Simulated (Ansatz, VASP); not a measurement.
InAs3 in VASP and in Ansatz

```xyz
4
Lattice="4.6290 0.0000 0.0000 -2.3145 4.0089 0.0000 0.0000 0.0000 4.8855" Properties=species:S:1:pos:R:3 pbc="T T T"
In    0.0000    0.0000    0.0000
As    0.0000    0.0000    2.4427
As    0.0000    2.6726    0.0000
As    2.3145    1.3363    0.0000
```

Alike in both runs: task relaxation of cell and atoms; functional PBE; k mesh 6 × 6 × 4; occupations gaussian, width 0.1 eV; no spin polarisation.

|  | VASP | Ansatz |
| --- | --- | --- |
| version | VASP 6.6.1 | Ansatz 0.2.0 |
| potentials or method | VASP PAW PBE potentials, release 64 (In_d, As), cutoff 500 eV | scalar-relativistic, plane waves, PAW |
| valence electrons in the cell | 28 | 58 |

```tsv
	VASP	Ansatz	Ansatz less VASP
gap on the k mesh at the Fermi level, each at its own relaxed structure (eV)	none	none	-
relaxed volume (Å³/atom)	29.02	29.00	-0.023
relaxed length of the cell vector where the two differ most in proportion (Å)	5.266	5.279	+0.0129
```

A gap of «none» marks a metal or a gap that the smearing closes. VASP's potentials hold 28 valence electrons a cell and Ansatz's 58, so a difference there can come from the potentials and not from the codes.

Noted on VASP's run: the volume moved by over 15 % at a fixed basis, so the end points are rough.
